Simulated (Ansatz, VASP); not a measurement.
**One calculation of Si5C3, two programs**

```
Si C
1.0
     4.67176    0.00000    0.00000
     0.00000    4.67176    0.00000
     0.00000    0.00000    4.67176
Si C
5 3
Cartesian
  0.0000 0.0000 0.0000
  3.4085 1.2633 3.4085
  1.2633 3.4085 3.4085
  3.4085 3.4085 1.2633
  1.2633 1.2633 1.2633
  2.3359 2.3359 0.0000
  2.3359 0.0000 2.3359
  0.0000 2.3359 2.3359
```

Alike in both runs: task relaxation of cell and atoms; functional PBE; k mesh 8 × 8 × 8; occupations gaussian, width 0.1 eV; no spin polarisation.

|  | VASP | Ansatz |
| --- | --- | --- |
| version | VASP 6.6.1 | Ansatz 0.2.0 |
| potentials or method | VASP PAW PBE potentials, release 64 (Si, C), cutoff 600 eV | scalar-relativistic, plane waves, PAW |
| valence electrons in the cell | 32 | 32 |

```tsv
	VASP	Ansatz	Ansatz less VASP
gap on the k mesh at the Fermi level, each at its own relaxed structure (eV)	none	none	-
relaxed volume (Å³/atom)	12.69	12.70	+0.010
relaxed cell length with the largest relative difference (Å)	4.665	4.666	+0.0012
```

A gap of «none» marks a metal or a gap that the smearing closes.
